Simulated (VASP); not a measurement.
Write the native input for VASP 6.6.1 that does the following.

```yaml
Task: single point
Functional: LDA
Potentials_or_basis: VASP PAW LDA potentials, release 64 (Fe_sv, O)
Cutoff: 600 eV
k_mesh: 5 × 5 × 5
Occupations: gaussian, width 0.05 eV
Spin: collinear spin, ferromagnetic start
Starting_moments: "[3.29, 3.29, 0.15, 0.15] μB"
Hubbard_terms: Fe d U = 3.0 eV
Dipole_correction: no
Further_INCAR_settings: ALGO = Normal; EDIFF = 1e-06; NBANDS = 34
```

The structure of FeO lies in POSCAR:

```
FeO
1.0
    3.5023808100      0.0000000000      0.0000000000
    0.0000000000      3.5023808100      0.0000000000
    0.0000000000      0.0000000000      4.3604723100
Fe O
2 2
Direct
    0.0000000000      0.5000000000      0.0000000000
    0.5000000000      0.0000000000      0.5000000000
    0.0000000000      0.0000000000      0.2500000000
    0.0000000000      0.0000000000      0.7500000000
```

The input as run:

INCAR

```
SYSTEM = FeO
ALGO = Normal ; EDIFF = 1E-6
ENCUT = 600 ; GGA_COMPAT = .False.
ISIF = 2 ; ISMEAR = 0
ISPIN = 2 ; LASPH = .True.
LCHARG = .False. ; LDAU = .True.
LDAUJ = 0 0 ; LDAUL = 2 -1
LDAUPRINT = 1 ; LDAUTYPE = 2
LDAUU = 3 0 ; LMAXMIX = 4
LORBIT = 11 ; LREAL = .False.
LWAVE = .False. ; MAGMOM = 3.29 3.29 0.15 0.15
NBANDS = 34 ; NELM = 200
PREC = Accurate ; SIGMA = 0.05
```

KPOINTS

```
k-points
0
Gamma
  5 5 5
  0 0 0
```

Potentials or basis: VASP PAW LDA potentials, release 64 (Fe_sv, O).

Command:

```bash
$ cat potpaw_LDA.64/Fe_sv/POTCAR potpaw_LDA.64/O/POTCAR > POTCAR
$ mpirun -np 1 vasp_std > vasp.out
```

It gave:

The pressure is -15.1 GPa, the net moment is 7.56 μB per cell and the site moments are Fe +3.50; O +0.14 μB. The valence electrons inside the program's atomic spheres are Fe 13.56; O 4.94.

Caveat: the cell stands under tension; only a ferromagnetic start was run, and an antiferromagnetic order may lie lower in energy.

Wall time 88 s on 1 thread of AMD EPYC 7R43 64-Core Processor (Zen 3) (shared host), peak memory 0.16 GiB.
